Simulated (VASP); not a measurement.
## Se: single point with PBE

Crystal: Se.

```
Se
1.0
     2.00161    1.15563    1.63417
    -2.00161    1.15563    1.63417
     0.00000   -2.31125    1.63417
Se
1
Direct
  0.00000 0.00000 0.00000
```

| Property | Result |
| --- | --- |
| Program | VASP 6.6.1 |
| Task | single point |
| Functional | PBE |
| Potentials or basis | VASP PAW PBE potentials, release 64 (Se) |
| Cutoff | 520 eV |
| k mesh | 16 × 16 × 16 |
| Occupations | gaussian, width 0.05 eV |
| Spin | no spin polarisation |

```json
{"Pressure": "0.0 GPa", "Band gap on the k mesh": "zero (band 3 reaches 7.44 eV, above the bottom of band 4 at 1.35 eV)"}
```

Levels at points of the mesh, in eV from the Fermi level:
| k point | band 1 | band 2 | band 3 | band 4 | band 5 | band 6 | band 7 | band 8 |
| --- | --- | --- | --- | --- | --- | --- | --- | --- |
| (0.00, 0.00, 0.00) | -15.91 | 1.48 | 1.48 | 1.48 | 7.87 | 7.87 | 7.94 | 22.23 |
| (0.50, 0.00, 0.00) | -13.86 | -6.81 | 2.88 | 2.88 | 10.01 | 11.61 | 12.62 | 13.63 |
| (0.50, 0.50, 0.00) | -11.83 | -4.90 | -4.90 | 3.07 | 4.15 | 13.44 | 15.81 | 15.81 |
| (0.50, 0.50, 0.50) | -9.75 | -3.21 | -3.21 | -3.21 | 5.97 | 5.97 | 5.97 | 10.06 |

Wall time 62 s on 1 thread of AMD EPYC 7R43 64-Core Processor (Zen 3) (shared host), peak memory 0.16 GiB.
